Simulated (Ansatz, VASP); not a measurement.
One calculation of HfN, two programs

```
Hf N
1.0
     0.00000    2.25126    2.25126
     2.25126    0.00000    2.25126
     2.25126    2.25126    0.00000
Hf N
1 1
Cartesian
  0.0000 0.0000 0.0000
  2.2513 2.2513 2.2513
```

Alike in both runs: functional PBEsol; k mesh 16 × 16 × 16; occupations fermi-dirac, width 0.15 eV; no spin polarisation.

Ansatz relaxed the structure, and its values are those at the end. VASP's run is a single point on that final structure, the one shown.

```csv
,VASP,Ansatz
version,VASP 6.6.1,Ansatz 0.2.0
potentials or method,"VASP PAW PBE potentials, release 64 (Hf_pv, N), cutoff 520 eV","scalar-relativistic, plane waves, PAW"
valence electrons in the cell,15,31
```

```csv
,VASP,Ansatz,Ansatz less VASP
gap on the k mesh at the Fermi level (eV),none,none,-
pressure (GPa),-2.2,0.0,+2.21
```

VASP's potentials were made for PBE, not for PBEsol, and Ansatz warns of the same on its side. A gap of «none» marks a metal or a gap that the smearing closes. VASP's potentials hold 15 valence electrons a cell and Ansatz's 31, so a difference there can come from the potentials and not from the codes.

Spin-orbit coupling is off throughout.
